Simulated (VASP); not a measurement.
A run of VASP 6.6.1:

File POSCAR:

```
Sn2Bi
1.0
   -3.5269970000      3.5269970000      3.1427760000
    3.5269970000     -3.5269970000      3.1427760000
    3.5269970000      3.5269970000     -3.1427760000
Sn Bi
4 2
Direct
    0.6650000000      0.1650000000      0.8300000000
    0.1650000000      0.3350000000      0.5000000000
    0.3350000000      0.8350000000      0.1700000000
    0.8350000000      0.6650000000      0.5000000000
    0.2500000000      0.2500000000      0.0000000000
    0.7500000000      0.7500000000      0.0000000000
```

File INCAR.step1:

```
SYSTEM = Sn2Bi
PREC = Accurate
ENCUT = 520
ISMEAR = -1
SIGMA = 0.1
LREAL = .False.
LASPH = .True.
NELM = 100
NBANDS = 52
GGA = PE
ALGO = Normal
EDIFF = 1E-4
LWAVE = .True.
LCHARG = .False.
```

Contents of INCAR.step2:

```
SYSTEM = Sn2Bi
PREC = Accurate
ENCUT = 520
EDIFF = 1E-6
ISMEAR = -1
SIGMA = 0.1
LREAL = .False.
LASPH = .True.
NELM = 100
ALGO = Normal
ISIF = 2
LWAVE = .False.
LCHARG = .False.
METAGGA = R2SCAN
LMIXTAU = .True.
NBANDS = 52
ISTART = 1
```

The input KPOINTS:

```
Automatic mesh
0
Gamma
  4 4 4
  0 0 0
```

Potentials or basis: VASP PAW PBE potentials, release 64 (Sn_d, Bi_d).

Launch:

```sh
$ cat potpaw_PBE.64/Sn_d/POTCAR potpaw_PBE.64/Bi_d/POTCAR > POTCAR
$ cp INCAR.step1 INCAR
$ mpirun -np 1 vasp_std > vasp.out
$ cp INCAR.step2 INCAR
$ mpirun -np 1 vasp_std > vasp.out
```

Hardware: 1 thread of Intel(R) Xeon(R) 6975P-C (Granite Rapids) (shared host).

**Question.** Estimate the wall time of this run.

**Answer.** Wall time 3.3 min on 1 thread of Intel(R) Xeon(R) 6975P-C (Granite Rapids), on a shared host, peak memory 0.4 GiB. Counts: k points 13.
